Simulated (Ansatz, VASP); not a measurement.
Two plane-wave programs on Al

```xyz
1
Lattice="0.0000 1.9893 1.9893 1.9893 0.0000 1.9893 1.9893 1.9893 0.0000" Properties=species:S:1:pos:R:3 pbc="T T T"
Al    0.0000    0.0000    0.0000
```

Alike in both runs: functional r2SCAN; dispersion D4; k mesh 16 × 16 × 16; no spin polarisation.

Ansatz relaxed the structure, and its values are those at the end. VASP's run is a single point on that final structure, the one shown.

```csv
,VASP,Ansatz
version,VASP 6.6.1,Ansatz 0.2.0
potentials or method,"VASP PAW PBE potentials, release 64 (Al)","plane waves, PAW"
plane-wave cutoff (eV),520,500
occupations,"fermi-dirac, width 0.1 eV",fermi-dirac
valence electrons in the cell,3,3
```

```csv
,VASP,Ansatz,Ansatz less VASP
pressure (GPa),-0.3,0.0,+0.33
```

VASP's potentials were made for PBE, not for r2SCAN.
